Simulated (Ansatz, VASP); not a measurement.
# ZrC: VASP beside Ansatz

```xyz
2
Lattice="-0.0705 2.3150 2.3150 2.3150 -0.0705 2.3150 2.3150 2.3150 -0.0705" Properties=species:S:1:pos:R:3 pbc="T T T"
Zr    2.2797    2.2797    2.2797
C     0.0000    0.0000    0.0000
```

Change from the starting cell: equal xy, yz and zx shear strains of -3 %, PAW files.

Alike in both runs: task electric field gradients; functional PBEsol; k mesh 15 × 15 × 15; occupations fermi-dirac, width 0.05 eV; no spin polarisation.

```csv
,VASP,Ansatz
version,VASP 6.6.1,Ansatz 0.2.0
potentials or method,"VASP PAW PBE potentials, release 64 (Zr_sv, C)","PAW with Ansatz's default frozen-core files, scalar-relativistic"
plane-wave cutoff (eV),520,420
valence electrons in the cell,16,16
```

Ansatz gave:

| Quantity | Value |
| --- | --- |
| pressure (GPa) | -4.4 |
| traceless stress, the component that is largest in VASP (GPa) | 4.36 |
| size of Vzz on the site where it differs most (V/Å²) | 4.8 |

What did VASP give for the same quantities?

Pressure (GPa): -4.1; traceless stress, the component that is largest in VASP (GPa): 4.35; size of Vzz on the site where it differs most (V/Å²): 4.5.

VASP's potentials were made for PBE, not for PBEsol.
